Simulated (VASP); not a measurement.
# Zn12CO in VASP: single point with PBE+D3(BJ)

Aim: the single point of Zn12CO with PBE+D3(BJ).

Everything below comes from runs of VASP 6.6.1. Logs are shortened: lines on timing, memory, paths and dates and some standing lists are left out, and cuts for length are marked.

**1. The cell of the first run**

The cell holds a slab with vacuum, 14 atoms: a = 5.236 Å, b = 4.804 Å, c = 24.141 Å, α = 90.00°, β = 90.00°, γ = 90.00°.

**2. Single point, PBE+D3(BJ)**

Input file INCAR:

```
SYSTEM = Zn12CO
  PREC = Accurate
  ENCUT = 520
  EDIFF = 1E-6
  ISMEAR = 0
  SIGMA = 0.1
  LREAL = .False.
  LASPH = .True.
  NELM = 80
  ALGO = Normal
  ISIF = 2
  LWAVE = .False.
  LCHARG = .False.
  LDIPOL = .True.
  IDIPOL = 3
  DIPOL = 0.5 0.5 0.318
  GGA = PE
  IVDW = 12
  NBANDS = 90
```

Input file KPOINTS:

```
regular mesh
0
Gamma
  5 6 1
  0 0 0
```

Input file POSCAR:

```
Zn12CO
1.0
    5.2355063994      0.0000000000      0.0000000000
    0.0000000000      4.8035765005      0.0000000000
    0.0000000000      0.0000000000     24.1411144134
Zn O C
12 1 1
Direct
    0.0000000000      0.7500000000      0.1656924337
    0.5000000000      0.7500000000      0.1656924337
    0.2500000000      0.2500000000      0.1969950590
    0.7500000000      0.2500000000      0.1969950590
    0.2500000000      0.7500000000      0.2596003094
    0.7500000000      0.7500000000      0.2596003094
    0.0000000000      0.2500000000      0.2927454107
    0.5000000000      0.2500000000      0.2927454107
    0.0000000000      0.7500000000      0.3817525344
    0.5000000000      0.7500000000      0.3817525344
    0.2500000000      0.2500000000      0.3890091506
    0.7500000000      0.2500000000      0.3890091506
    0.3333333333      0.2500000000      0.5132784759
    0.3333333333      0.2500000000      0.5609150506
```

Potentials or basis: VASP PAW PBE potentials, release 64 (Zn, O, C).

On the command line:

```console
cat potpaw_PBE.64/Zn/POTCAR potpaw_PBE.64/O/POTCAR potpaw_PBE.64/C/POTCAR > POTCAR
mpirun -np 1 vasp_std > vasp.out
```

OUTCAR:

```text
SYSTEM = Zn12CO
   PREC = Accurate
   ENCUT = 520
   EDIFF = 1E-6
   ISMEAR = 0
   LREAL = .False.
   LASPH = .True.
   NELM = 80
   ISIF = 2
   GGA = PE
   IVDW = 12
 IVDW          = 12

 ion  position               nearest neighbor table
   1  0.000  0.750  0.166-   5 2.62   6 2.62   2 2.62   2 2.62   4 2.84   3 2.84   4 2.84   3 2.84

   2  0.500  0.750  0.166-   5 2.62   6 2.62   1 2.62   1 2.62   4 2.84   3 2.84   4 2.84   3 2.84

   3  0.250  0.250  0.197-   4 2.62   4 2.62   8 2.66   7 2.66   5 2.84   5 2.84   1 2.84   2 2.84
                             1 2.84   2 2.84
   4  0.750  0.250  0.197-   3 2.62   3 2.62   8 2.66   7 2.66   6 2.84   6 2.84   1 2.84   2 2.84
                             1 2.84   2 2.84
   5  0.250  0.750  0.260-   1 2.62   2 2.62   6 2.62   6 2.62   3 2.84   3 2.84   7 2.85   7 2.85
                             8 2.85   8 2.85
   6  0.750  0.750  0.260-   1 2.62   2 2.62   5 2.62   5 2.62   4 2.84   4 2.84   7 2.85   7 2.85
                             8 2.85   8 2.85
   7  0.000  0.250  0.293-   8 2.62   8 2.62   3 2.66   4 2.66  12 2.67  11 2.67   5 2.85   5 2.85
                             6 2.85   6 2.85
   8  0.500  0.250  0.293-   7 2.62   7 2.62   3 2.66   4 2.66  12 2.67  11 2.67   5 2.85   5 2.85
                             6 2.85   6 2.85
   9  0.000  0.750  0.382-  10 2.62  10 2.62  12 2.74  11 2.74  12 2.74  11 2.74
  10  0.500  0.750  0.382-   9 2.62   9 2.62  12 2.74  11 2.74  12 2.74  11 2.74
  11  0.250  0.250  0.389-  12 2.62  12 2.62   7 2.67   8 2.67   9 2.74   9 2.74  10 2.74  10 2.74

  12  0.750  0.250  0.389-  11 2.62  11 2.62   7 2.67   8 2.67   9 2.74   9 2.74  10 2.74  10 2.74

  13  0.333  0.250  0.513-  14 1.15
  14  0.333  0.250  0.561-  13 1.15

  LATTYP: Found a simple orthorhombic cell.
 ALAT       =     4.8035765005
 B/A-ratio  =     1.0899183970
 C/A-ratio  =     5.0256541997

  Lattice vectors:

 A1 = (   0.0000000000,  -4.8035765005,   0.0000000000)
 A2 = (   5.2355063994,   0.0000000000,   0.0000000000)
 A3 = (   0.0000000000,   0.0000000000,  24.1411144134)

Analysis of symmetry for initial positions (statically):
=====================================================================
 Subroutine PRICEL returns:
 Original cell was already a primitive cell.

 Routine SETGRP: Setting up the symmetry group for a
 simple orthorhombic supercell.

 Subroutine GETGRP returns: Found  2 space group operations
 (whereof  1 operations were pure point group operations)
 out of a pool of  8 trial point group operations.

The static configuration has the point symmetry C_1 .
 The point group associated with its full space group is C_1h.

[... 149 lines left out ...]
   GGA     = PE    functional components
   LHFCALC =     F    Hartree Fock is set to
   AEXX    =    0.0000 exact exchange contribution
   IVDW    =    12    specifies the selected vdW correction
   LEPSILON=     F    determine dielectric tensor
   LRPA    =     F    only Hartree local field effects (RPA)
 non-spin polarized calculation
 Gauss-broadening in eV      SIGMA  =   0.10
  energy-cutoff  :      520.00
  volume of cell :      607.13
 maximum number of plane-waves:     16377
 NGX is ok and might be reduce to    40
   NGX = 19   NGY = 17   NGZ = 89

 dipolmoment           0.000000      0.000000      0.015773 electrons x Angstroem

 number of electron     154.0000085 magnetization

 dipolmoment           0.000000      0.000000     -0.016438 electrons x Angstroem

 Free energy of the ion-electron system (eV)
  ---------------------------------------------------
  ext. energy  EPLUGINS =         0.00000000
  ---------------------------------------------------
  free energy    TOTEN  =       -25.94543356 eV

  energy without entropy =      -25.92779983  energy(sigma->0) =      -25.93661669

 E-fermi :  -1.7010     XC(G=0):  -4.7483

 val. band max:       -1.8059054667   @ k =   0.2000   0.1667   0.0000
 cond. band min:      -1.6807840787   @ k =   0.4000   0.3333   0.0000
 fundamental gap:      0.1251213880
 Fermi energy:        -1.7010352788

 k-point     1 :       0.0000    0.0000    0.0000
  band No.  band energies     occupation
      1     -27.0891      2.00000
      2     -12.1025      2.00000
      3     -11.2945      2.00000
      4     -10.2171      2.00000
      5      -9.9158      2.00000
      6      -9.7841      2.00000
[... 1093 lines left out ...]
     88       3.0269      0.00000
     89       3.6618      0.00000
 [bands above 89 left out]

------------------------ aborting loop because EDIFF is reached ----------------------------------------

 vacuum level on the upper side and lower side of the slab       (xc-potential included)        -0.065         0.051

 Edisp (eV)   -3.46270

 E8    (eV) :    -1.4976

  FORCE on cell =-STRESS in cart. coord.  units (eV):
  Direction    XX          YY          ZZ          XY          YZ          ZX
  --------------------------------------------------------------------------------------
  -------------------------------------------------------------------------------------
  Total      -5.46278   -10.39142     0.52750     0.00000     0.00000    -0.01756
  in kB     -14.41596   -27.42235     1.39204     0.00000     0.00000    -0.04634
  external pressure =      -13.48 kB  Pullay stress =        0.00 kB

 VOLUME and BASIS-vectors are now :
 -----------------------------------------------------------------------------
  energy-cutoff  :      520.00
  volume of cell :      607.13
      direct lattice vectors                 reciprocal lattice vectors
     5.235506399  0.000000000  0.000000000     0.191003491  0.000000000  0.000000000
     0.000000000  4.803576501  0.000000000     0.000000000  0.208178219  0.000000000
     0.000000000  0.000000000 24.141114413     0.000000000  0.000000000  0.041423108

 POSITION                                       TOTAL-FORCE (eV/Angst)
 -----------------------------------------------------------------------------------
      0.00000      3.60268      4.00000        -0.012656      0.000000     -0.072110
      2.61775      3.60268      4.00000         0.012972      0.000000     -0.074576
      1.30888      1.20089      4.75568         0.005435      0.000000     -0.599514
      3.92663      1.20089      4.75568        -0.005713      0.000000     -0.619635
      1.30888      3.60268      6.26704        -0.001190      0.000000      0.981101
      3.92663      3.60268      6.26704         0.001951      0.000000      0.994966
      0.00000      1.20089      7.06720        -0.004829      0.000000     -0.141684
      2.61775      1.20089      7.06720         0.005250      0.000000     -0.117207
      0.00000      3.60268      9.21593         0.000869      0.000000     -0.147156
      2.61775      3.60268      9.21593         0.002908      0.000000     -0.164184
      1.30888      1.20089      9.39111        -0.024970      0.000000     -0.113676
      3.92663      1.20089      9.39111         0.024802      0.000000     -0.062234
      1.74517      1.20089     12.39111        -0.006683      0.000000      0.790825
      1.74517      1.20089     13.54111         0.001856      0.000000     -0.654917
 -----------------------------------------------------------------------------------
    total drift:                                0.000035      0.000000     -0.007364

  FREE ENERGIE OF THE ION-ELECTRON SYSTEM (eV)
  ---------------------------------------------------
  free  energy   TOTEN  =       -29.4081360148 eV

  energy  without entropy=      -29.3905022917  energy(sigma->0) =      -29.39931915

 vacuum level on the upper side and lower side of the slab         2.414         2.532
```

stdout:

```text
POSCAR found type information on POSCAR ZnO C
 POSCAR found :  3 types and      14 ions
 scaLAPACK will be used
 LDA part: xc-table for (Slater+PW92), standard interpolation
 POSCAR, INCAR and KPOINTS ok, starting setup
 FFT: planning ... GRIDC
 FFT: planning ... GRID_SOFT
 FFT: planning ... GRID
 WAVECAR not read
 entering main loop
```

Wall time 36 min (1 thread of Intel Xeon 8259CL, shared host); peak memory 0.84 GiB.

What came out:

```yaml
Free_energy: -29.4081 eV
Largest_force: 0.995 eV/Å
Band_gap_on_the_k_mesh: zero (bands 77 and 78 overlap by 0.80 eV)
Dispersion_energy_per_atom: -0.247 eV
```

Forces on the atoms (eV/Å):
```
Zn  -0.013  0.000 -0.072
Zn   0.013  0.000 -0.075
Zn   0.005  0.000 -0.600
Zn  -0.006  0.000 -0.620
Zn  -0.001  0.000  0.981
Zn   0.002  0.000  0.995
Zn  -0.005  0.000 -0.142
Zn   0.005  0.000 -0.117
Zn   0.001  0.000 -0.147
Zn   0.003  0.000 -0.164
Zn  -0.025  0.000 -0.114
Zn   0.025  0.000 -0.062
O   -0.007  0.000  0.791
C    0.002  0.000 -0.655
```

Levels at points of the mesh, in eV from the Fermi level:
```
           k point  band 75  band 76  band 77  band 78  band 79  band 80
(0.00, 0.00, 0.00)    -1.76    -0.95    -0.48     0.16     0.84     1.14
(0.00, 0.50, 0.00)    -1.64    -1.04    -0.79    -0.19    -0.18     0.78
```
